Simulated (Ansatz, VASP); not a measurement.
**Si2W in VASP and in Ansatz**

```xyz
9
Lattice="4.5199 0.0000 0.0000 -2.2600 3.9144 0.0000 0.0000 0.0000 6.9277" Properties=species:S:1:pos:R:3 pbc="T T T"
Si    2.2600    2.8780    3.4638
Si   -1.3625    3.3962    5.7731
Si    1.3625    3.3962    1.1546
Si    0.0000    1.0363    3.4638
Si    3.6224    0.5182    5.7731
Si    0.8975    0.5182    1.1546
W    -1.1300    1.9572    1.1546
W     1.1300    1.9572    5.7731
W     2.2600    0.0000    3.4638
```

Alike in both runs: task single point; functional PBE; k mesh 9 × 9 × 6; occupations gaussian, width 0.03 eV; no spin polarisation.

|  | VASP | Ansatz |
| --- | --- | --- |
| version | VASP 6.6.1 | Ansatz 0.2.0 |
| potentials or method | VASP PAW PBE potentials, release 64 (Si, W_sv), cutoff 520 eV | scalar-relativistic, plane waves, PAW |
| valence electrons in the cell | 66 | 66 |

|  | VASP | Ansatz | Ansatz less VASP |
| --- | --- | --- | --- |
| gap on the k mesh at the Fermi level (eV) | none | none | - |
| pressure (GPa) | 13.6 | 13.7 | +0.09 |
| traceless stress, the component that is largest in VASP (GPa) | -22.24 | -22.28 | -0.042 |
| rms of the force components (eV/Å) | 3.438 | 3.457 | +0.0190 |

Atom by atom the forces differ by 0.019 eV/Å (rms over components). A gap of «none» marks a metal or a gap that the smearing closes. The functional is the same, so the differences come from potentials, cutoffs and numerics.

Neither program's run includes spin-orbit coupling.
